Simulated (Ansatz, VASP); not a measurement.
**One calculation of Re, two programs**

```
Re
1.0
     1.94980   -4.27368    0.00000
     1.94980    4.27368    0.00000
     0.00000    0.00000    3.94994
Re
4
Cartesian
  1.9498 3.0535 0.1653
  1.9498 -1.2202 1.8097
  1.9498 -3.0535 3.7846
  1.9498 1.2202 2.1403
```

Alike in both runs: functional PBEsol; k mesh 14 × 14 × 12; occupations gaussian, width 0.1 eV; no spin polarisation.

Ansatz relaxed the structure, and its values are those at the end. VASP's run is a single point on that final structure, the one shown.

```csv
,VASP,Ansatz
version,VASP 6.6.1,Ansatz 0.2.0
potentials or method,"VASP PAW PBE potentials, release 64 (Re_sv_GW), cutoff 500 eV","scalar-relativistic, plane waves, PAW"
valence electrons in the cell,60,60
```

|  | VASP | Ansatz | Ansatz less VASP |
| --- | --- | --- | --- |
| gap on the k mesh at the Fermi level (eV) | none | none | - |
| pressure (GPa) | -2.3 | 0.0 | +2.30 |
| rms of the force components (eV/Å) | 0.011 | 0.000 | -0.0106 |

VASP's potentials were made for PBE, not for PBEsol. A gap of «none» marks a metal or a gap that the smearing closes.

Neither program's run includes spin-orbit coupling.
